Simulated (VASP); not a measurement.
# BeH2 (P4_2/mnm) in VASP: a series of runs

Runs on BeH2. Level: PBEsol. Tasks: single point, relaxation of cell and atoms.

All numbers are computed with VASP 6.6.1; they aren't measurements. Logs are shortened: lines on timing, memory, paths and dates and some standing lists are left out, and cuts for length are marked.

### 1 The cell of the first run

The structure is tetragonal, space group P4_2/mnm (No. 136). Conventional cell: a = 3.808 Å, b = 3.808 Å, c = 2.302 Å, α = 90.00°, β = 90.00°, γ = 90.00°. Within 2.1 Å of Be (site symmetry mmm) lie 6 H at 1.57 to 1.63 Å. Within 2.1 Å of H (site symmetry m2m) lie 3 Be at 1.57 to 1.63 Å.

### 2 Single point, PBEsol

Contents of INCAR:

```
PREC = Accurate ; ENCUT = 520
EDIFF = 1E-6 ; ISMEAR = -1
SIGMA = 0.03 ; LREAL = False
LASPH = True ; NELM = 60
ALGO = Normal ; ISIF = 2
LWAVE = False ; LCHARG = True
GGA = PS ; LELF = True
LVHAR = True ; NBANDS = 13
```

Contents of KPOINTS:

```
Automatic mesh
0
Gamma
  8 8 10
```

Contents of POSCAR:

```
BeH2
1.0
    3.8084907528      0.0000000000      0.0000000000
    0.0000000000      3.8084907528      0.0000000000
    0.0000000000      0.0000000000      2.3019992446
Be H
2 4
Direct
    0.0000000000      0.0000000000      0.0000000000
    0.5000000000      0.5000000000      0.5000000000
    0.3028573076      0.3028573076      0.0000000000
    0.1971426924      0.8028573076      0.5000000000
    0.8028573076      0.1971426924      0.5000000000
    0.6971426924      0.6971426924      0.0000000000
```

Potentials or basis: VASP PAW PBE potentials, release 64 (Be, H).

The run is started by

```console
$ cat potpaw_PBE.64/Be/POTCAR potpaw_PBE.64/H/POTCAR > POTCAR
$ mpirun -np 1 vasp_std > vasp.out
```

OUTCAR:

```text
PREC = Accurate
   ENCUT = 520
   EDIFF = 1E-6
   ISMEAR = -1
   LREAL = False
   LASPH = True
   NELM = 60
   ISIF = 2
   GGA = PS

 ion  position               nearest neighbor table
   1  0.000  0.000  0.000-   4 1.57   5 1.57   4 1.57   5 1.57   3 1.63   6 1.63
   2  0.500  0.500  0.500-   3 1.57   6 1.57   3 1.57   6 1.57   5 1.63   4 1.63
   3  0.303  0.303  0.000-   2 1.57   2 1.57   1 1.63
   4  0.197  0.803  0.500-   1 1.57   1 1.57   2 1.63
   5  0.803  0.197  0.500-   1 1.57   1 1.57   2 1.63
   6  0.697  0.697  0.000-   2 1.57   2 1.57   1 1.63

  LATTYP: Found a simple tetragonal cell.
 ALAT       =     3.8084907528
 C/A-ratio  =     0.6044387118

  Lattice vectors:

 A1 = (   3.8084907528,   0.0000000000,   0.0000000000)
 A2 = (   0.0000000000,   3.8084907528,   0.0000000000)
 A3 = (   0.0000000000,   0.0000000000,   2.3019992446)

Analysis of symmetry for initial positions (statically):
=====================================================================
 Subroutine PRICEL returns:
 Original cell was already a primitive cell.

 Routine SETGRP: Setting up the symmetry group for a
 simple tetragonal supercell.

 Subroutine GETGRP returns: Found 16 space group operations
 (whereof  8 operations were pure point group operations)
 out of a pool of 16 trial point group operations.

The static configuration has the point symmetry D_2h.
 The point group associated with its full space group is D_4h.

Analysis of symmetry for dynamics (positions and initial velocities):
=====================================================================
 Subroutine PRICEL returns:
 Original cell was already a primitive cell.

 Routine SETGRP: Setting up the symmetry group for a
 simple tetragonal supercell.

 Subroutine GETGRP returns: Found 16 space group operations
 (whereof  8 operations were pure point group operations)
 out of a pool of 16 trial point group operations.

The dynamic configuration has the point symmetry D_2h.
 The point group associated with its full space group is D_4h.

 Subroutine INISYM returns: Found 16 space group operations
 (whereof  8 operations are pure point group operations),
 and found     1 'primitive' translations

----------------------------------------------------------------------------------------

                                     Primitive cell

  volume of cell :      33.3896

  direct lattice vectors                    reciprocal lattice vectors
     3.808490753  0.000000000  0.000000000     0.262571203  0.000000000  0.000000000
     0.000000000  3.808490753  0.000000000     0.000000000  0.262571203  0.000000000
     0.000000000  0.000000000  2.301999245     0.000000000  0.000000000  0.434405008

  length of vectors
     3.808490753  3.808490753  2.301999245     0.262571203  0.262571203  0.434405008

  position of ions in fractional coordinates (direct lattice)
     0.000000000  0.000000000  0.000000000
     0.500000000  0.500000000  0.500000000
     0.302857308  0.302857308  0.000000000
     0.197142692  0.802857308  0.500000000
     0.802857308  0.197142692  0.500000000
     0.697142692  0.697142692  0.000000000

  ion indices of the primitive-cell ions
   primitive index   ion index
                 1           1
                 2           2
                 3           3
                 4           4
                 5           5
                 6           6

----------------------------------------------------------------------------------------

 KPOINTS: Automatic mesh

Automatic generation of k-mesh.
 Grid dimensions read from file:
 generate k-points for:    8    8   10

 Generating k-lattice:

  Cartesian coordinates                     Fractional coordinates (reciprocal lattice)
     0.032821400  0.000000000  0.000000000     0.125000000  0.000000000  0.000000000
     0.000000000  0.032821400  0.000000000     0.000000000  0.125000000  0.000000000
     0.000000000  0.000000000  0.043440501     0.000000000  0.000000000  0.100000000

  Length of vectors
     0.032821400  0.032821400  0.043440501

  Shift w.r.t. Gamma in fractional coordinates (k-lattice)
     0.000000000  0.000000000  0.000000000

 Subroutine IBZKPT returns following result:
 ===========================================

 Found     90 irreducible k-points:

 Following reciprocal coordinates:
            Coordinates               Weight
  0.000000  0.000000  0.000000      1.000000
  0.125000  0.000000  0.000000      4.000000
  0.250000  0.000000  0.000000      4.000000
  0.375000  0.000000  0.000000      4.000000
  0.500000  0.000000  0.000000      2.000000
  0.125000  0.125000  0.000000      4.000000
[... 16 lines left out ...]
  0.375000  0.125000  0.100000     16.000000
  0.500000  0.125000  0.100000      8.000000
 [... further k-points ...]
   k-points           NKPTS =     90   k-points in BZ     NKDIM =     90   number of bands    NBANDS=     13
   number of dos      NEDOS =    301   number of ions     NIONS =      6
   total plane-waves  NPLWV =  14112
   dimension x,y,z NGX =    28 NGY =   28 NGZ =   18
   dimension x,y,z NGXF=    56 NGYF=   56 NGZF=   36
   ions per type =               2   4
   NGX,Y,Z   is equivalent  to a cutoff of  12.22, 12.22, 13.00 a.u.
   NGXF,Y,Z  is equivalent  to a cutoff of  24.44, 24.44, 26.00 a.u.
 SYSTEM =  unknown system
   PREC   = accura    normal or accurate (medium, high low for compatibility)
   ISTART =      0    job   : 0-new  1-cont  2-samecut
   ICHARG =      2    charge: 1-file 2-atom 10-const
   ISPIN  =      1    spin polarized calculation?
   LNONCOLLINEAR =      F non collinear calculations
   LSORBIT =      F    spin-orbit coupling
   LASPH  =      T    aspherical Exc in radial PAW
   ENCUT  =  520.0 eV  38.22 Ry    6.18 a.u.   7.08  7.08  4.28*2*pi/ulx,y,z
   NELM   =     60;   NELMIN=  2; NELMDL= -5     # of ELM steps
   EDIFF  = 0.1E-05   stopping-criterion for ELM
   LREAL  =      F    real-space projection
   EDIFFG = 0.1E-04   stopping-criterion for IOM
   NSW    =      0    number of steps for IOM
   IBRION =     -1    ionic relax: 0-MD 1-quasi-New 2-CG
   NFREE  =      0    steps in history (QN), initial steepest desc. (CG)
   ISIF   =      2    stress and relaxation
   ISYM   =      2    0-nonsym 1-usesym 2-fastsym
   POTIM  = 0.5000    time-step for ionic-motion
   TEBEG  =    0.0;   TEEND  =   0.0 temperature during run
   PSTRESS=    0.0 pullay stress
   NELECT =       8.0000    total number of electrons
   NUPDOWN=      -1.0000    fix difference up-down
   EMIN   =  10.00;   EMAX   =-10.00  energy-range for DOS
   EFERMI =   0.00;   METHOD = LEGACY
   ISMEAR =    -1;   SIGMA  =   0.03  broadening in eV -4-tet -1-fermi 0-gaus
   EFERMI_NEDOS =   21; number of points for ismear=-14 and -15
   IALGO  =     38    algorithm
   IMIX   =      4    mixing-type and parameters
     AMIX     =   0.40;   BMIX     =  1.00
     AMIX_MAG =   1.60;   BMIX_MAG =  1.00
  volume/ion in A,a.u.               =       5.56        37.55
  Fermi-wavevector in a.u.,A,eV,Ry     =   1.016798  1.921469 14.066754  1.033877
  Thomas-Fermi vector in A             =   2.150162
   LORBIT       =      0    0 simple, 1 ext, 2 COOP (PROOUT), +10 PAW based schemes
   GGA     = PS    functional components
   LHFCALC =     F    Hartree Fock is set to
   AEXX    =    0.0000 exact exchange contribution
   IVDW    =     0    specifies the selected vdW correction
   LEPSILON=     F    determine dielectric tensor
   LRPA    =     F    only Hartree local field effects (RPA)
 non-spin polarized calculation
  energy-cutoff  :      520.00
  volume of cell :       33.39
 maximum number of plane-waves:       920
   NGX = 15   NGY = 15   NGZ =  9

 number of electron       7.9999998 magnetization

 Free energy of the ion-electron system (eV)
  ---------------------------------------------------
  ext. energy  EPLUGINS =         0.00000000
  ---------------------------------------------------
  free energy    TOTEN  =       -20.77577878 eV

  energy without entropy =      -20.77577878  energy(sigma->0) =      -20.77577878

 E-fermi :   2.5434     XC(G=0):  -9.8254

 val. band max:        1.9123911169   @ k =   0.0000   0.0000   0.5000
 cond. band min:       5.2213240566   @ k =   0.3750   0.3750   0.5000
 fundamental gap:      3.3089329397
 Fermi energy:         2.5434246717

 k-point     1 :       0.0000    0.0000    0.0000
  band No.  band energies     occupation
      1      -8.6872      2.00000
      2      -2.3851      2.00000
      3      -2.3851      2.00000
      4       0.7673      2.00000
      5       6.6156      0.00000
      6       7.7930      0.00000
      7       8.9163      0.00000
      8       8.9163      0.00000
      9      14.8814      0.00000
     10      16.3168      0.00000
     11      18.2481      0.00000
     12      21.3594      0.00000
     13      22.7699      0.00000

 k-point     2 :       0.1250    0.0000    0.0000
  band No.  band energies     occupation
      1      -8.5546      2.00000
      2      -3.0048      2.00000
      3      -2.2482      2.00000
      4       1.0265      2.00000
      5       6.4318      0.00000
      6       7.2683      0.00000
      7       8.5285      0.00000
      8      10.6070      0.00000
      9      14.9864      0.00000
     10      16.8051      0.00000
     11      18.0924      0.00000
     12      21.3809      0.00000
     13      22.4839      0.00000
[... 321 lines left out ...]
 k-point    23 :       0.3750    0.1250    0.1000
  band No.  band energies     occupation
      1      -7.1518      2.00000
      2      -5.1429      2.00000
      3      -1.5633      2.00000
      4       0.2590      2.00000
      5       5.9668      0.00000
      6       7.6283      0.00000
      7      11.7328      0.00000
      8      13.1746      0.00000
      9      14.4965      0.00000
     10      16.3537      0.00000
     11      17.8498      0.00000
     12      19.7319      0.00000
     13      20.6519      0.00000

 k-point    24 :       0.5000    0.1250    0.1000
  band No.  band energies     occupation
      1      -6.2550      2.00000
      2      -6.2550      2.00000
      3      -0.7043      2.00000
      4      -0.7043      2.00000
      5       6.6863      0.00000
      6       6.6863      0.00000
      7      13.9311      0.00000
      8      13.9311      0.00000
      9      14.5252      0.00000
     10      14.5252      0.00000
     11      18.5645      0.00000
     12      18.5645      0.00000
     13      21.3199      0.00000

 [... further k-points ...]

------------------------ aborting loop because EDIFF is reached ----------------------------------------

  FORCE on cell =-STRESS in cart. coord.  units (eV):
  Direction    XX          YY          ZZ          XY          YZ          ZX
  --------------------------------------------------------------------------------------
  -------------------------------------------------------------------------------------
  Total       -0.0145296     -0.0145296      0.0144656      0.0000000      0.0000000      0.0000000
  in kB       -0.6971955     -0.6971955      0.6941240      0.0000000      0.0000000      0.0000000
  external PRESSURE =      -0.2334223 kB  Pullay stress =       0.0000000 kB

 VOLUME and BASIS-vectors are now :
 -----------------------------------------------------------------------------
  energy-cutoff  :      520.00
  volume of cell :       33.39
      direct lattice vectors                 reciprocal lattice vectors
     3.808490753  0.000000000  0.000000000     0.262571203  0.000000000  0.000000000
     0.000000000  3.808490753  0.000000000     0.000000000  0.262571203  0.000000000
     0.000000000  0.000000000  2.301999245     0.000000000  0.000000000  0.434405008

 POSITION                                       TOTAL-FORCE (eV/Angst)
 -----------------------------------------------------------------------------------
      0.00000      0.00000      0.00000        -0.000000      0.000000      0.000000
      1.90425      1.90425      1.15100        -0.000000      0.000000      0.000000
      1.15343      1.15343      0.00000        -0.003712     -0.003712     -0.000000
      0.75082      3.05767      1.15100         0.003712     -0.003712     -0.000000
      3.05767      0.75082      1.15100        -0.003712      0.003712      0.000000
      2.65506      2.65506      0.00000         0.003712      0.003712      0.000000
 -----------------------------------------------------------------------------------
    total drift:                                0.000000      0.000000     -0.000000

  FREE ENERGIE OF THE ION-ELECTRON SYSTEM (eV)
  ---------------------------------------------------
  free  energy   TOTEN  =       -20.7757787801 eV

  energy  without entropy=      -20.7757787801  energy(sigma->0) =      -20.77577878
```

Run time: 42 s. Hardware: 1 thread of AMD EPYC 7R13, shared host; peak memory 0.13 GiB.

What came out:

| Property | Result |
| --- | --- |
| Free energy | -20.7758 eV |
| Pressure | 0.0 GPa |
| Largest force | 0.005 eV/Å |
| Band gap on the k mesh | 3.31 eV, indirect (least direct gap 4.33 eV) |

Forces on the atoms (eV/Å):
```
Be   0.000  0.000  0.000
Be   0.000  0.000  0.000
H   -0.004 -0.004  0.000
H    0.004 -0.004  0.000
H   -0.004  0.004  0.000
H    0.004  0.004  0.000
```

Caveat: the PAW data sets were made with another functional, which shifts forces and pressure a little. A k mesh can miss the band edges.

### 3 Relaxation of cell and atoms, PBEsol

This run uses another cell than the first one, of 3.04 Å³/atom, 0.547 times its volume.

Contents of INCAR:

```
PREC = Accurate
ENCUT = 600
EDIFF = 1E-6
ISMEAR = -1
SIGMA = 0.03
LREAL = False
LASPH = True
NELM = 100
ALGO = Normal
ISIF = 3
LWAVE = False
LCHARG = False
GGA = PS
IBRION = 2
NSW = 100
EDIFFG = -0.01
```

Contents of KPOINTS:

```
regular mesh
0
Gamma
  8 8 10
```

Contents of POSCAR:

```
BeH2
1.0
    3.0248782300      0.0000000000      0.0000000000
    0.0000000000      3.0248782300      0.0000000000
    0.0000000000      0.0000000000      1.9964196318
Be H
2 4
Direct
    0.0000000000      0.0000000000      0.0000000000
    0.5000000000      0.5000000000      0.5000000000
    0.3050000000      0.3050000000      0.0000000000
    0.1950000000      0.8050000000      0.5000000000
    0.8050000000      0.1950000000      0.5000000000
    0.6950000000      0.6950000000      0.0000000000
```

Potentials or basis: VASP PAW PBE potentials, release 64 (Be, H).

The run is started by

```console
$ cat potpaw_PBE.64/Be/POTCAR potpaw_PBE.64/H/POTCAR > POTCAR
$ mpirun -np 1 vasp_std > vasp.out
```

Wall time 1.7 min (1 thread of AMD EPYC 7R13, shared host); peak memory 0.1 GiB.

The run converged. Its results:

* Free energy: -20.7225 eV
* Relaxed volume: 5.51 Å³/atom
* Relaxed cell: a = 3.791 Å, b = 3.791 Å, c = 2.301 Å, α = 90.00°, β = 90.00°, γ = 90.00°
* Space group after relaxing (to 0.05 Å): P4_2/mnm (No. 136)
* Energy gained by relaxing: 700.3 meV/atom
* Ionic steps: 12
* Pressure after relaxing: 0.0 GPa
* Largest force after relaxing: 0.004 eV/Å
* Band gap on the k mesh: 3.32 eV, indirect (least direct gap 4.32 eV)

Forces on the atoms (eV/Å):
```
Be   0.000  0.000  0.000
Be   0.000  0.000  0.000
H   -0.003 -0.003  0.000
H    0.003 -0.003  0.000
H   -0.003  0.003  0.000
H    0.003  0.003  0.000
```

Stress tensor (GPa, compression positive):
```
-0.07  0.00  0.00
 0.00 -0.07  0.00
 0.00  0.00  0.04
```

The path:
| step | energy change (eV) | largest force (eV/Å) | pressure (GPa) | volume (Å³) |
| --- | --- | --- | --- | --- |
| 1 | 0.0000 | 0.5779 | 138.36 | 18.27 |
| 2 | -3.5904 | 0.2299 | 30.02 | 26.14 |
| 3 | -4.0299 | 0.3554 | 8.55 | 30.14 |
| 4 | -4.0802 | 0.3829 | 1.74 | 32.04 |
| 5 | -4.0811 | 0.3862 | 0.68 | 32.39 |
| 6 | -4.1493 | 0.1791 | -0.10 | 32.67 |
| 7 | -4.1926 | 0.1326 | -0.30 | 33.10 |
| 8 | -4.1927 | 0.1440 | -0.28 | 33.11 |
| 9 | -4.2000 | 0.0684 | -0.09 | 33.08 |
| 10 | -4.2015 | 0.0167 | 0.05 | 33.05 |
| 11 | -4.2015 | 0.0139 | 0.06 | 33.05 |
| 12 | -4.2016 | 0.0037 | -0.04 | 33.07 |

Final structure:
```xyz
6
Lattice="3.7907 0.0000 0.0000 0.0000 3.7907 0.0000 0.0000 0.0000 2.3011" Properties=species:S:1:pos:R:3 pbc="T T T"
Be    3.7907    0.0000    0.0000
Be    1.8954    1.8954    1.1506
H     1.1470    1.1470    0.0000
H     0.7484    3.0424    1.1506
H     3.0424    0.7484    1.1506
H     2.6438    2.6438    0.0000
```

Levels at points of the mesh, in eV from the valence-band top:
```tsv
k point	band 2	band 3	band 4	band 5	band 6	band 7
(0.00, 0.00, 0.00)	-4.30	-4.30	-1.07	4.72	5.96	7.10
(0.50, 0.00, 0.00)	-8.55	-2.23	-2.23	3.97	3.97	12.35
(0.50, 0.50, 0.00)	-6.57	-6.28	-6.28	8.85	8.85	13.22
(0.00, 0.00, 0.50)	-5.50	0.00	0.00	5.93	5.93	6.10
(0.50, 0.00, 0.50)	-4.82	-1.22	-1.22	5.76	5.76	6.98
(0.50, 0.50, 0.50)	-4.02	-1.51	-1.51	3.36	3.36	3.61
```

Caveat: the volume moved by over 15 % at a fixed basis, so the end points are rough; the PAW data sets were made with another functional, which shifts forces and pressure a little. A k mesh can miss the band edges.
